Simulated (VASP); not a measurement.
Write the native input for VASP 6.6.1 that does the following.

- Task: single point
- Functional: r2SCAN
- Potentials or basis: VASP PAW PBE potentials, release 64 (Ta_pv)
- Cutoff: 520 eV
- k mesh: 22 × 22 × 22
- Occupations: gaussian, width 0.15 eV
- Spin: no spin polarisation
- Dipole correction: no
- Further INCAR settings: ALGO = Normal; EDIFF = 1e-07; NBANDS = 12

Crystal: Ta.

```
CELL_PARAMETERS angstrom
-1.79386 1.79386 1.39921
1.79386 -1.79386 1.39921
1.79386 1.79386 -1.39921
ATOMIC_POSITIONS crystal
Ta 0.00000 0.00000 0.00000
```

This cell differs from its parent crystal: ratio of the length along z to the lengths across it x 0.78, volume and fractional coordinates fixed.

These files were run (other wordings do the same):

POSCAR

```
Ta
1.0
   -1.7938626462      1.7938626462      1.3992128641
    1.7938626462     -1.7938626462      1.3992128641
    1.7938626462      1.7938626462     -1.3992128641
Ta
1
Direct
    0.0000000000      0.0000000000      0.0000000000
```

INCAR.step1

```
SYSTEM = Ta
PREC     = Accurate       ! precision mode
ENCUT    = 520            ! plane-wave cutoff, eV
ISMEAR   = 0              ! smearing method
SIGMA    = 0.15           ! smearing width, eV
LREAL    = .FALSE.        ! projectors in reciprocal space
LASPH    = .TRUE.         ! aspherical terms in the spheres
NELM     = 60             ! most SCF steps
NBANDS   = 12             ! bands
GGA      = PE             ! functional
ALGO     = Normal         ! electronic algorithm
EDIFF    = 1E-4           ! SCF threshold, eV
LWAVE    = .TRUE.         ! write WAVECAR
LCHARG   = .FALSE.        ! write CHGCAR
```

INCAR.step2

```
SYSTEM = Ta
PREC     = Accurate       ! precision mode
ENCUT    = 520            ! plane-wave cutoff, eV
EDIFF    = 1E-7           ! SCF threshold, eV
ISMEAR   = 0              ! smearing method
SIGMA    = 0.15           ! smearing width, eV
LREAL    = .FALSE.        ! projectors in reciprocal space
LASPH    = .TRUE.         ! aspherical terms in the spheres
NELM     = 60             ! most SCF steps
ALGO     = Normal         ! electronic algorithm
ISIF     = 2              ! what is computed and relaxed
LWAVE    = .FALSE.        ! write WAVECAR
LCHARG   = .FALSE.        ! write CHGCAR
METAGGA  = R2SCAN         ! meta-GGA
LMIXTAU  = .TRUE.       
NBANDS   = 12             ! bands
ISTART   = 1
```

KPOINTS

```
regular mesh
0
G
  22 22 22
  0 0 0
```

Potentials or basis: VASP PAW PBE potentials, release 64 (Ta_pv).

The run is started by

```console
$ cat potpaw_PBE.64/Ta_pv/POTCAR > POTCAR
$ cp INCAR.step1 INCAR
$ mpirun -np 1 vasp_std > vasp.out
$ cp INCAR.step2 INCAR
$ mpirun -np 1 vasp_std > vasp.out
```

It gave:

| Property | Result |
| --- | --- |
| Pressure | 6.4 GPa |
| Band gap on the k mesh | zero (an odd number of electrons rules out a gap without spin polarisation) |

Caveat: the stress differs along the axes, from -4 to 26 GPa; the PAW data sets were made with another functional, which shifts forces and pressure a little; spin-orbit coupling is left out, which moves the levels of the heavy elements.

Wall time 14 min on 1 thread of Intel Xeon 8259CL, with other jobs on the host, peak memory 0.3 GiB.
